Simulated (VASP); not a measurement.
Wanted: the native input for a VASP 6.6.1 run.

- Task: relaxation of cell and atoms
- Functional: PBE
- Potentials or basis: VASP PAW PBE potentials, release 64 (Li_sv, Cl)
- Cutoff: 600 eV
- k mesh: 8 × 8 × 8
- Occupations: gaussian, width 0.02 eV
- Spin: no spin polarisation
- Dipole correction: no
- Further INCAR settings: ALGO = Normal; EDIFF = 1e-06; IBRION = 2; EDIFFG = -0.005; NSW = 100; ISIF = 3

The structure of LiCl lies in POSCAR:

```
LiCl
1.0
    0.0000000000     -2.5647600000     -2.5647600000
    2.5647600000      0.0000000000     -2.5647600000
    2.5647600000     -2.5647600000      0.0000000000
Li Cl
1 1
Direct
    0.0000000000      0.0000000000      0.0000000000
    0.5000000000      0.5000000000      0.5000000000
```

These files were run (other wordings do the same):

INCAR

```
SYSTEM = LiCl
PREC = Accurate
ENCUT = 600
EDIFF = 1E-6
ISMEAR = 0
SIGMA = 0.02
LREAL = .FALSE.
LASPH = .TRUE.
NELM = 60
ALGO = Normal
ISIF = 3
LWAVE = .FALSE.
LCHARG = .FALSE.
GGA = PE
IBRION = 2
NSW = 100
EDIFFG = -0.005
```

KPOINTS

```
regular mesh
0
G
  8 8 8
  0 0 0
```

Potentials or basis: VASP PAW PBE potentials, release 64 (Li_sv, Cl).

Command:

```sh
$ cat potpaw_PBE.64/Li_sv/POTCAR potpaw_PBE.64/Cl/POTCAR > POTCAR
$ mpirun -np 1 vasp_std > vasp.out
```

It gave:

```json
{
 "Relaxed volume": "17.01 Å³/atom",
 "Relaxed cell": "a = 3.637 Å, b = 3.637 Å, c = 3.637 Å, α = 60.00°, β = 60.00°, γ = 60.00°",
 "Space group after relaxing (to 0.05 Å)": "Fm-3m (No. 225)",
 "Energy gained by relaxing": "0.1 meV/atom",
 "Ionic steps": "3",
 "Pressure after relaxing": "0.0 GPa",
 "Band gap on the k mesh": "6.29 eV, direct"
}
```

Caveat: the cutoff is under 1.25 times the usual one of these potentials, so pressure, stress and relaxed cells hold a basis-set (Pulay) error.

Run time: 17 s on 1 thread of Intel(R) Xeon(R) 6975P-C (Granite Rapids), with other jobs on the host, peak memory 0.15 GiB.
